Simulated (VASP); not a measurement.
A run of VASP 6.6.1 is set up as follows.

File INCAR:

```
SYSTEM = SrTiO3
PREC = Accurate ; ENCUT = 600
EDIFF = 1E-6 ; ISMEAR = 0
SIGMA = 0.02 ; LREAL = .False.
LASPH = .True. ; NELM = 120
ALGO = Normal ; ISIF = 2
LWAVE = .False. ; LCHARG = .False.
GGA = PS ; NBANDS = 28
GGA_COMPAT = .False.
```

KPOINTS

```
Automatic mesh
0
Gamma
  8 8 8
  0 0 0
```

The input POSCAR:

```
SrTiO3
1.0
    3.7706984754      0.0000000000      0.0000000000
    0.0000000000      3.7706984754      0.0000000000
    0.0000000000      0.0000000000      3.7706984754
Sr Ti O
1 1 3
Direct
    0.5000000000      0.5000000000      0.5000000000
    0.0000000000      0.0000000000      0.0000000000
    0.5000000000      0.0000000000      0.0000000000
    0.0000000000      0.5000000000      0.0000000000
    0.0000000000      0.0000000000      0.5000000000
```

Potentials or basis: VASP PAW PBE potentials, release 64 (Sr_sv, Ti_sv, O).

Command:

```sh
$ cat potpaw_PBE.64/Sr_sv/POTCAR potpaw_PBE.64/Ti_sv/POTCAR potpaw_PBE.64/O/POTCAR > POTCAR
$ mpirun -np 1 vasp_std > vasp.out
```

Task: What does it give for the band gap on the k mesh?

Result: 1.97 eV (least direct gap 2.25 eV).

Task: Predict the pressure.

Result: 22.3 GPa.

Caveat: the cell stands under pressure; the PAW data sets were made with another functional, which shifts forces and pressure a little. A k mesh can miss the band edges.
